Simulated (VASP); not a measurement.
Set up this calculation in VASP 6.6.1, as the native input.

```
Task                   : single point
Functional             : PBE
Potentials or basis    : VASP PAW PBE potentials, release 64 (Zn, W_sv)
Cutoff                 : 520 eV
k mesh                 : 4 × 4 × 4
Occupations            : gaussian, width 0.1 eV
Spin                   : no spin polarisation
Dipole correction      : no
Further INCAR settings : ALGO = Normal; EDIFF = 1e-06; NBANDS = 47
```

The structure of Zn2W lies in POSCAR:

```
Zn2W
1.0
    0.0000000000      3.4713835829      3.4713835829
    3.4713835829      0.0000000000      3.4713835829
    3.4713835829      3.4713835829      0.0000000000
Zn W
4 2
Direct
    0.6250000000      0.6250000000      0.6250000000
    0.1250000000      0.6250000000      0.6250000000
    0.6250000000      0.6250000000      0.1250000000
    0.6250000000      0.1250000000      0.6250000000
    0.0000000000      0.0000000000      0.0000000000
    0.2500000000      0.2500000000      0.2500000000
```

The input as run:

INCAR

```
ALGO     = Normal         # electronic algorithm
EDIFF    = 1E-6           # SCF threshold, eV
ENCUT    = 520            # plane-wave cutoff, eV
GGA      = PE             # functional
ISIF     = 2              # what is computed and relaxed
ISMEAR   = 0              # smearing method
LASPH    = T              # aspherical terms in the spheres
LCHARG   = F              # write CHGCAR
LREAL    = F              # projectors in reciprocal space
LWAVE    = F              # write WAVECAR
NBANDS   = 47             # bands
NELM     = 60             # most SCF steps
PREC     = Accurate       # precision mode
SIGMA    = 0.1            # smearing width, eV
```

KPOINTS

```
k-points
0
Gamma
  4 4 4
```

Potentials or basis: VASP PAW PBE potentials, release 64 (Zn, W_sv).

Launch:

```console
$ cat potpaw_PBE.64/Zn/POTCAR potpaw_PBE.64/W_sv/POTCAR > POTCAR
$ mpirun -np 1 vasp_std > vasp.out
```

It gave:

- Pressure: 0.6 GPa
- Band gap on the k mesh: 0.70 eV, indirect (least direct gap 0.73 eV)

Caveat: spin-orbit coupling is left out, which moves the levels of the heavy elements.

Run time: 77 s on 1 thread of Oxide Virtual Turin-like Processor, with other jobs on the host, peak memory 0.2 GiB.
